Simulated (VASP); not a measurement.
# Bi3B2 (F-43m) in VASP: notebook

The runs below take Bi3B2 through single point, with PBE.

Everything below comes from runs of VASP 6.6.1. Logs are shortened: lines on timing, memory, paths and dates and some standing lists are left out, and cuts for length are marked.

### 1 The cell of the first run

The structure is cubic, space group F-43m (No. 216). Conventional cell: a = 9.848 Å, b = 9.848 Å, c = 9.848 Å, α = 90.00°, β = 90.00°, γ = 90.00°. Within 2.3 Å of B (site symmetry 3m) lie 3 B at 1.73 Å. Within 3.7 Å of Bi (site symmetry 2mm) lie 6 B at 2.70 to 3.63 Å and 8 Bi at 3.40 to 3.56 Å.

The cell was built from a structure type or drawn by symmetry, and may not be a known phase.

### 2 Single point, PBE

Input file INCAR:

```
SYSTEM = Bi3B2
ALGO = Fast
EDIFF = 1E-6
ENCUT = 520
GGA = PE
ISIF = 2
ISMEAR = 0
LASPH = .True.
LCHARG = .False.
LREAL = .False.
LWAVE = .False.
NBANDS = 62
NELM = 80
PREC = Accurate
SIGMA = 0.1
```

Input file KPOINTS:

```
k-points
0
Gamma
  4 4 4
  0 0 0
```

Input file POSCAR:

```
Bi3B2
1.0
    0.0000000000      4.9239224109      4.9239224109
    4.9239224109      0.0000000000      4.9239224109
    4.9239224109      4.9239224109      0.0000000000
B Bi
4 6
Direct
    0.3135060309      0.5621646564      0.5621646564
    0.5621646564      0.3135060309      0.5621646564
    0.5621646564      0.5621646564      0.3135060309
    0.5621646564      0.5621646564      0.5621646564
    0.4942678297      0.0057321703      0.0057321703
    0.0057321703      0.4942678297      0.4942678297
    0.4942678297      0.0057321703      0.4942678297
    0.0057321703      0.4942678297      0.0057321703
    0.4942678297      0.4942678297      0.0057321703
    0.0057321703      0.0057321703      0.4942678297
```

Potentials or basis: VASP PAW PBE potentials, release 64 (B, Bi_d).

On the command line:

```sh
$ cat potpaw_PBE.64/B/POTCAR potpaw_PBE.64/Bi_d/POTCAR > POTCAR
$ mpirun -np 1 vasp_std > vasp.out
```

OUTCAR:

```text
SYSTEM = Bi3B2
   EDIFF = 1E-6
   ENCUT = 520
   GGA = PE
   ISIF = 2
   ISMEAR = 0
   LASPH = .True.
   LREAL = .False.
   NELM = 80
   PREC = Accurate

 ion  position               nearest neighbor table
   1  0.314  0.562  0.562-   2 1.73   3 1.73   4 1.73   8 2.70  10 2.70   6 2.70
   2  0.562  0.314  0.562-   1 1.73   3 1.73   4 1.73   5 2.70  10 2.70   7 2.70
   3  0.562  0.562  0.314-   1 1.73   2 1.73   4 1.73   5 2.70   8 2.70   9 2.70
   4  0.562  0.562  0.562-   1 1.73   2 1.73   3 1.73   6 2.70   7 2.70   9 2.70
   5  0.494  0.006  0.006-   2 2.70   3 2.70   7 3.40   8 3.40   9 3.40  10 3.40  10 3.56   8 3.56
                             7 3.56   9 3.56
   6  0.006  0.494  0.494-   4 2.70   1 2.70   7 3.40   8 3.40   9 3.40  10 3.40  10 3.56   8 3.56
                             7 3.56   9 3.56
   7  0.494  0.006  0.494-   4 2.70   2 2.70   5 3.40   6 3.40   9 3.40  10 3.40  10 3.56   6 3.56
                             5 3.56   9 3.56
   8  0.006  0.494  0.006-   1 2.70   3 2.70   5 3.40   6 3.40   9 3.40  10 3.40  10 3.56   6 3.56
                             5 3.56   9 3.56
   9  0.494  0.494  0.006-   4 2.70   3 2.70   5 3.40   6 3.40   7 3.40   8 3.40   5 3.56   7 3.56
                             8 3.56   6 3.56
  10  0.006  0.006  0.494-   1 2.70   2 2.70   5 3.40   6 3.40   7 3.40   8 3.40   8 3.56   6 3.56
                             5 3.56   7 3.56

  LATTYP: Found a face centered cubic cell.
 ALAT       =     9.8478448218

  Lattice vectors:

 A1 = (   0.0000000000,   4.9239224109,   4.9239224109)
 A2 = (   4.9239224109,   0.0000000000,   4.9239224109)
 A3 = (   4.9239224109,   4.9239224109,   0.0000000000)

Analysis of symmetry for initial positions (statically):
=====================================================================
 Subroutine PRICEL returns:
 Original cell was already a primitive cell.

 Routine SETGRP: Setting up the symmetry group for a
 face centered cubic supercell.

 Subroutine GETGRP returns: Found 24 space group operations
 (whereof 24 operations were pure point group operations)
 out of a pool of 48 trial point group operations.

The static configuration has the point symmetry T_d .

Analysis of symmetry for dynamics (positions and initial velocities):
=====================================================================
 Subroutine PRICEL returns:
 Original cell was already a primitive cell.

 Routine SETGRP: Setting up the symmetry group for a
 face centered cubic supercell.

 Subroutine GETGRP returns: Found 24 space group operations
 (whereof 24 operations were pure point group operations)
 out of a pool of 48 trial point group operations.
[... 112 lines left out ...]
   NUPDOWN=      -1.0000    fix difference up-down
   EMIN   =  10.00;   EMAX   =-10.00  energy-range for DOS
   EFERMI =   0.00;   METHOD = LEGACY
   ISMEAR =     0;   SIGMA  =   0.10  broadening in eV -4-tet -1-fermi 0-gaus
   EFERMI_NEDOS =   21; number of points for ismear=-14 and -15
   IALGO  =     68    algorithm
   IMIX   =      4    mixing-type and parameters
     AMIX     =   0.40;   BMIX     =  1.00
     AMIX_MAG =   1.60;   BMIX_MAG =  1.00
  volume/ion in A,a.u.               =      23.88       161.12
  Fermi-wavevector in a.u.,A,eV,Ry     =   1.232973  2.329982 20.683893  1.520223
  Thomas-Fermi vector in A             =   2.367722
   LORBIT       =      0    0 simple, 1 ext, 2 COOP (PROOUT), +10 PAW based schemes
   GGA     = PE    functional components
   LHFCALC =     F    Hartree Fock is set to
   AEXX    =    0.0000 exact exchange contribution
   IVDW    =     0    specifies the selected vdW correction
   LEPSILON=     F    determine dielectric tensor
   LRPA    =     F    only Hartree local field effects (RPA)
 non-spin polarized calculation
 RMM-DIIS sequential band-by-band and
 Gauss-broadening in eV      SIGMA  =   0.10
  energy-cutoff  :      520.00
  volume of cell :      238.76
 maximum number of plane-waves:      6476
 NGX is ok and might be reduce to    54
   NGX = 25   NGY = 25   NGZ = 25

 number of electron     102.0000008 magnetization

 Free energy of the ion-electron system (eV)
  ---------------------------------------------------
  ext. energy  EPLUGINS =         0.00000000
  ---------------------------------------------------
  free energy    TOTEN  =       -42.41148346 eV

  energy without entropy =      -42.35255801  energy(sigma->0) =      -42.38202073

 E-fermi :   6.5624     XC(G=0):  -9.8875

 val. band max:        6.5480761681   @ k =   0.5000   0.2500   0.0000
 cond. band min:       6.6167150180   @ k =  -0.2500   0.2500   0.0000
 fundamental gap:      0.0686388499
 Fermi energy:         6.5624422450

 k-point     1 :       0.0000    0.0000    0.0000
  band No.  band energies     occupation
      1     -16.5052      2.00000
      2     -16.5052      2.00000
      3     -16.5052      2.00000
      4     -16.4813      2.00000
      5     -16.4450      2.00000
      6     -16.4450      2.00000
[... 509 lines left out ...]
     61       9.6092      0.00000
     62      11.2713      0.00000

------------------------ aborting loop because EDIFF is reached ----------------------------------------

  FORCE on cell =-STRESS in cart. coord.  units (eV):
  Direction    XX          YY          ZZ          XY          YZ          ZX
  --------------------------------------------------------------------------------------
  -------------------------------------------------------------------------------------
  Total        0.4314067      0.4314067      0.4314067     -0.0000000     -0.0000000      0.0000000
  in kB        2.8949021      2.8949021      2.8949021     -0.0000000     -0.0000000      0.0000000
  external PRESSURE =       2.8949021 kB  Pullay stress =       0.0000000 kB

 VOLUME and BASIS-vectors are now :
 -----------------------------------------------------------------------------
  energy-cutoff  :      520.00
  volume of cell :      238.76
      direct lattice vectors                 reciprocal lattice vectors
     0.000000000  4.923922411  4.923922411    -0.101545061  0.101545061  0.101545061
     4.923922411  0.000000000  4.923922411     0.101545061 -0.101545061  0.101545061
     4.923922411  4.923922411  0.000000000     0.101545061  0.101545061 -0.101545061

 POSITION                                       TOTAL-FORCE (eV/Angst)
 -----------------------------------------------------------------------------------
      5.53611      4.31173      4.31173         0.009949     -0.009949     -0.009949
      4.31173      5.53611      4.31173        -0.009949      0.009949     -0.009949
      4.31173      4.31173      5.53611        -0.009949     -0.009949      0.009949
      5.53611      5.53611      5.53611         0.009949      0.009949      0.009949
      0.05645      2.46196      2.46196         0.012443     -0.000000     -0.000000
      4.86747      2.46196      2.46196        -0.012443     -0.000000     -0.000000
      2.46196      4.86747      2.46196        -0.000000     -0.012443     -0.000000
      2.46196      0.05645      2.46196        -0.000000      0.012443     -0.000000
      2.46196      2.46196      4.86747        -0.000000     -0.000000     -0.012443
      2.46196      2.46196      0.05645        -0.000000     -0.000000      0.012443
 -----------------------------------------------------------------------------------
    total drift:                                0.000000      0.000000      0.000000

  FREE ENERGIE OF THE ION-ELECTRON SYSTEM (eV)
  ---------------------------------------------------
  free  energy   TOTEN  =       -42.4114834575 eV

  energy  without entropy=      -42.3525580075  energy(sigma->0) =      -42.38202073
```

OSZICAR:

```text
N       E                     dE             d eps       ncg     rms          rms(c)
DAV:   1     0.126762337709E+04    0.12676E+04   -0.50554E+04  1000   0.194E+03
DAV:   2     0.133324928551E+03   -0.11343E+04   -0.11128E+04   992   0.560E+02
DAV:   3    -0.386747886973E+02   -0.17200E+03   -0.16715E+03  1148   0.224E+02
DAV:   4    -0.504674252465E+02   -0.11793E+02   -0.11503E+02  1122   0.560E+01
DAV:   5    -0.510151535847E+02   -0.54773E+00   -0.54610E+00  1330   0.112E+01    0.110E+01
RMM:   6    -0.434577881750E+02    0.75574E+01   -0.22303E+01  1119   0.105E+01    0.462E+00
RMM:   7    -0.423851797014E+02    0.10726E+01   -0.21257E+00  1196   0.731E+00    0.198E+00
RMM:   8    -0.424008687198E+02   -0.15689E-01   -0.71916E-01  1258   0.250E+00    0.520E-01
RMM:   9    -0.424110732907E+02   -0.10205E-01   -0.21323E-01  1534   0.126E+00    0.258E-01
RMM:  10    -0.424112606172E+02   -0.18733E-03   -0.20850E-02  1435   0.495E-01    0.101E-01
RMM:  11    -0.424113317074E+02   -0.71090E-04   -0.45147E-03  1469   0.248E-01    0.366E-02
RMM:  12    -0.424114553470E+02   -0.12364E-03   -0.11556E-03  1663   0.114E-01    0.227E-02
RMM:  13    -0.424114786474E+02   -0.23300E-04   -0.16418E-04  1365   0.518E-02    0.536E-03
RMM:  14    -0.424114827349E+02   -0.40875E-05   -0.59533E-05  1456   0.264E-02    0.291E-03
RMM:  15    -0.424114834575E+02   -0.72256E-06   -0.97297E-06  1051   0.121E-02
   1 F= -.42411483E+02 E0= -.42382021E+02  d E =-.589254E-01
```

stdout:

```text
POSCAR found type information on POSCAR B Bi
 POSCAR found :  2 types and      10 ions
 scaLAPACK will be used
 LDA part: xc-table for (Slater+PW92), standard interpolation
 POSCAR, INCAR and KPOINTS ok, starting setup
 FFT: planning ... GRIDC
 FFT: planning ... GRID_SOFT
 FFT: planning ... GRID
 WAVECAR not read
 entering main loop
```

It took 6.5 min on 1 thread of Intel Xeon 8259CL, shared host; peak memory 0.43 GiB.

Results:

```yaml
Free_energy: -42.4115 eV
Pressure: 0.3 GPa
Largest_force: 0.017 eV/Å
Band_gap_on_the_k_mesh: zero (bands 51 and 52 overlap by 1.04 eV)
```

Forces in eV/Å, atoms in the order of the input:
```
B    0.010 -0.010 -0.010
B   -0.010  0.010 -0.010
B   -0.010 -0.010  0.010
B    0.010  0.010  0.010
Bi   0.012  0.000  0.000
Bi  -0.012  0.000  0.000
Bi   0.000 -0.012  0.000
Bi   0.000  0.012  0.000
Bi   0.000  0.000 -0.012
Bi   0.000  0.000  0.012
```

Levels at points of the mesh, in eV from the Fermi level:
```csv
k point,band 48,band 49,band 50,band 51,band 52,band 53,band 54,band 55
"(0.00, 0.00, 0.00)",-1.12,0.13,0.13,0.13,0.20,0.20,1.47,1.47
"(0.50, 0.00, 0.00)",-1.51,-0.78,-0.78,-0.10,-0.10,0.10,0.80,1.07
"(0.50, 0.50, 0.00)",-1.50,-1.18,-0.75,-0.75,-0.64,0.51,0.52,0.52
```

Caveat: spin-orbit coupling is left out, which moves the levels of the heavy elements.

### 3 Single point, PBE

This run uses another cell than the first one, of 15.70 Å³/atom.

Input file INCAR:

```
SYSTEM = Bi3B2
  PREC = Accurate
  ENCUT = 520
  EDIFF = 1E-7
  ISMEAR = 0
  SIGMA = 0.1
  LREAL = .FALSE.
  LASPH = .TRUE.
  NELM = 60
  ALGO = Normal
  ISIF = 2
  LWAVE = .FALSE.
  LCHARG = .FALSE.
  GGA = PE
  NBANDS = 62
```

Input file KPOINTS:

```
Automatic mesh
0
G
  4 4 4
  0 0 0
```

Input file POSCAR:

```
Bi3B2
1.0
    0.0000000000      4.2816000800      4.2816000800
    4.2816000800      0.0000000000      4.2816000800
    4.2816000800      4.2816000800      0.0000000000
B Bi
4 6
Direct
    0.1240463900      0.6253178700      0.6253178700
    0.6253178700      0.1240463900      0.6253178700
    0.6253178700      0.6253178700      0.1240463900
    0.6253178700      0.6253178700      0.6253178700
    0.4332183000      0.0667817000      0.0667817000
    0.0667817000      0.4332183000      0.4332183000
    0.4332183000      0.0667817000      0.4332183000
    0.0667817000      0.4332183000      0.0667817000
    0.4332183000      0.4332183000      0.0667817000
    0.0667817000      0.0667817000      0.4332183000
```

Potentials or basis: VASP PAW PBE potentials, release 64 (B, Bi_d).

On the command line:

```sh
$ cat potpaw_PBE.64/B/POTCAR potpaw_PBE.64/Bi_d/POTCAR > POTCAR
$ mpirun -np 1 vasp_std > vasp.out
```

It took 2.7 min on 1 thread of Intel Xeon 8259CL, shared host; peak memory 0.33 GiB.

The run converged. Its results:

* Free energy: 37.2936 eV
* Pressure: 204.9 GPa
* Largest force: 54.504 eV/Å
* Band gap on the k mesh: zero (bands 51 and 52 overlap by 0.20 eV)

Forces in eV/Å, atoms in the order of the input:
```
B    -0.884   0.884   0.884
B     0.884  -0.884   0.884
B     0.884   0.884  -0.884
B    -0.884  -0.884  -0.884
Bi  -54.504   0.000   0.000
Bi   54.504   0.000   0.000
Bi    0.000  54.504   0.000
Bi    0.000 -54.504   0.000
Bi    0.000   0.000  54.504
Bi    0.000   0.000 -54.504
```

Levels at points of the mesh, in eV from the Fermi level:
```tsv
k point	band 47	band 48	band 49	band 50	band 51	band 52	band 53	band 54	band 55	band 56
(0.00, 0.00, 0.00)	-1.77	-1.14	-0.05	-0.05	-0.05	1.42	1.42	2.10	2.22	2.22
(0.50, 0.00, 0.00)	-1.68	-0.90	-0.85	-0.85	-0.17	0.62	0.62	1.29	1.79	2.19
(0.50, 0.50, 0.00)	-3.38	-2.56	-1.21	-1.21	-0.31	-0.21	1.05	1.05	1.72	2.04
```

Caveat: the cell stands under pressure; spin-orbit coupling is left out, which moves the levels of the heavy elements; forces of over 1 eV/Å act on the atoms, so gaps and moduli don't describe the material at rest.

### 4 Single point, PBE

Input file INCAR:

```
SYSTEM = Bi3B2
  ALGO = Fast
  EDIFF = 1E-6
  ENCUT = 520
  GGA = PE
  ISIF = 2
  ISMEAR = 0
  LASPH = .True.
  LCHARG = .True.
  LELF = .True.
  LREAL = .False.
  LVHAR = .True.
  LWAVE = .False.
  NBANDS = 62
  NELM = 60
  PREC = Accurate
  SIGMA = 0.1
```

Input file KPOINTS:

```
k-points
0
Gamma
  8 8 8
  0 0 0
```

Input file POSCAR:

```
Bi3B2
1.0
    0.0000000000      4.9247335658      4.9247335658
    4.9247335658      0.0000000000      4.9247335658
    4.9247335658      4.9247335658      0.0000000000
B Bi
4 6
Direct
    0.4375873961      0.4375873961      0.6872378116
    0.6872378116      0.4375873961      0.4375873961
    0.4375873961      0.4375873961      0.4375873961
    0.4375873961      0.6872378116      0.4375873961
    0.9958391718      0.5041608282      0.5041608282
    0.5041608282      0.9958391718      0.9958391718
    0.9958391718      0.9958391718      0.5041608282
    0.5041608282      0.5041608282      0.9958391718
    0.5041608282      0.9958391718      0.5041608282
    0.9958391718      0.5041608282      0.9958391718
```

On the command line:

```sh
$ cat potpaw_PBE.64/B/POTCAR potpaw_PBE.64/Bi_d/POTCAR > POTCAR
$ mpirun -np 1 vasp_std > vasp.out
```

It took 22 min on 1 thread of Intel Xeon 8259CL, shared host; peak memory 0.58 GiB.

It converged, with:

```yaml
Free_energy: -42.5521 eV
Pressure: 0.0 GPa
Largest_force: 0.025 eV/Å
Band_gap_on_the_k_mesh: zero (bands 51 and 52 overlap by 1.03 eV)
```

Forces in eV/Å, atoms in the order of the input:
```
B    0.015  0.015 -0.015
B   -0.015  0.015  0.015
B   -0.015 -0.015 -0.015
B    0.015 -0.015  0.015
Bi   0.002  0.000  0.000
Bi  -0.002  0.000  0.000
Bi   0.000  0.000 -0.002
Bi   0.000  0.000  0.002
Bi   0.000  0.002  0.000
Bi   0.000 -0.002  0.000
```

Levels at points of the mesh, in eV from the Fermi level:
```
           k point  band 49  band 50  band 51  band 52  band 53  band 54
(0.00, 0.00, 0.00)     0.16     0.16     0.16     0.30     0.30     1.54
(0.50, 0.00, 0.00)    -0.67    -0.67    -0.07    -0.07     0.16     0.84
(0.50, 0.50, 0.00)    -1.11    -0.71    -0.71    -0.60     0.59     0.61
```

Caveat: spin-orbit coupling is left out, which moves the levels of the heavy elements.

### 5 The runs side by side

| cell | k mesh | gap on the mesh (eV) | pressure (GPa) | largest force (eV/Å) |
| --- | --- | --- | --- | --- |
| a = 6.963 Å, angles 60.0°, 10 atoms, atomic positions A | 4 × 4 × 4 | none | 0.3 | 0.02 |
| a = 6.055 Å, angles 60.0°, 10 atoms, atomic positions B | 4 × 4 × 4 | none | 204.9 | 54.50 |
| a = 6.965 Å, angles 60.0°, 10 atoms, atomic positions C | 8 × 8 × 8 | none | 0.0 | 0.03 |

Alike in all rows: task single point; level PBE; potentials or basis VASP PAW PBE potentials, release 64 (B, Bi_d); no spin polarisation; cutoff (eV) 520; smearing gaussian 0.1 eV.

Caveats: spin-orbit coupling is left out, which moves the levels of the heavy elements; the cell stands under pressure (at least some runs); forces of over 1 eV/Å act on the atoms, so gaps and moduli don't describe the material at rest (at least some runs).

Total energies depend on the potentials used, so only differences within one code and one set of settings carry meaning.
